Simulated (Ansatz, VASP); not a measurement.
## KMgF3: VASP beside Ansatz

```
K Mg F
1.0
     3.98590    0.00000    0.00000
     0.00000    3.98590    0.00000
     0.00000    0.00000    3.98590
K Mg F
1 1 3
Direct
  0.50000 0.50000 0.50000
  0.00000 0.00000 0.00000
  0.50000 0.00000 0.00000
  0.00000 0.50000 0.00000
  0.00000 0.00000 0.50000
```

Alike in both runs: task single point; functional PBE; k mesh 4 × 4 × 4; occupations gaussian, width 0.1 eV; no spin polarisation.

|  | VASP | Ansatz |
| --- | --- | --- |
| version | VASP 6.6.1 | Ansatz 0.2.0 |
| potentials or method | VASP PAW PBE potentials, release 64 (K_sv, Mg, F), cutoff 600 eV | scalar-relativistic, plane waves, PAW |
| valence electrons in the cell | 32 | 40 |

Ansatz gave:

```
gap on the k mesh at the Fermi level (eV) : 7.33
least direct gap on the mesh (eV)         : 7.66
pressure (GPa)                            : 3.8
```

Problem. Estimate VASP's values.

Solution. gap on the k mesh at the Fermi level (eV): 7.31; least direct gap on the mesh (eV): 7.63; pressure (GPa): 3.2.

The functional is the same, so the differences come from potentials, cutoffs and numerics. VASP's potentials hold 32 valence electrons a cell and Ansatz's 40, so a difference there can come from the potentials and not from the codes.
